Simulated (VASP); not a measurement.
Set up this calculation in VASP 6.6.1, as the native input.

```yaml
Task: single point
Functional: PBE
Potentials_or_basis: VASP PAW PBE potentials, release 64 (Re)
Cutoff: 600 eV
k_mesh: 18 × 18 × 6
Occupations: gaussian, width 0.1 eV
Spin: non-collinear spin, zero start, spin-orbit coupling
Starting_moments: "[[0.0, 0.0, 0.0], [0.0, 0.0, 0.0], [0.0, 0.0, 0.0], [0.0, 0.0, 0.0]] μB"
Dipole_correction: no
Further_INCAR_settings: ALGO = Normal; EDIFF = 1e-06; NBANDS = 42
```

The structure of Re lies in POSCAR:

```
Re
1.0
    2.7767253403      0.0000000000      0.0000000000
   -1.3883626701      2.4047146840      0.0000000000
    0.0000000000      0.0000000000      8.9505499596
Re
4
Direct
    0.0000000000      0.0000000000      0.0000000000
    0.3333333333      0.6666666667      0.2500000000
    0.0000000000      0.0000000000      0.5000000000
    0.6666666667      0.3333333333      0.7500000000
```

One way to write it, as run:

INCAR

```
SYSTEM = Re
PREC     = Accurate       ! precision mode
ENCUT    = 600            ! plane-wave cutoff, eV
EDIFF    = 1E-6           ! SCF threshold, eV
ISMEAR   = 0              ! smearing method
SIGMA    = 0.1            ! smearing width, eV
LREAL    = .False.        ! projectors in reciprocal space
LASPH    = .True.         ! aspherical terms in the spheres
NELM     = 200            ! most SCF steps
ALGO     = Normal         ! electronic algorithm
ISIF     = 2              ! what is computed and relaxed
LWAVE    = .False.        ! write WAVECAR
LCHARG   = .False.        ! write CHGCAR
MAGMOM   = 0 0 0 0 0 0 0 0 0 0 0 0 ! initial moments
LORBIT   = 11             ! projections on sites
LSORBIT  = .True.         ! spin-orbit coupling
GGA_COMPAT= .False.      
LORBMOM  = .True.       
LMAXMIX  = 4              ! l up to which the mixer works
GGA      = PE             ! functional
NBANDS   = 42             ! bands
KPAR     = 4
```

KPOINTS

```
regular mesh
0
Gamma
  18 18 6
  0 0 0
```

Potentials or basis: VASP PAW PBE potentials, release 64 (Re).

Run with:

```sh
$ cat potpaw_PBE.64/Re/POTCAR > POTCAR
$ mpirun -np 4 vasp_ncl > vasp.out
```

Results of the run:

```yaml
Pressure: 0.3 GPa
Net_moment: 0.00 μB per cell
Valence_electrons_inside_the_program's_atomic_spheres: Re 6.10, 6.07 (each value once)
```

It took 2.5 min on 4 MPI ranks on Intel(R) Xeon(R) 6975P-C (Granite Rapids), on a shared host, peak memory 0.78 GiB a rank.
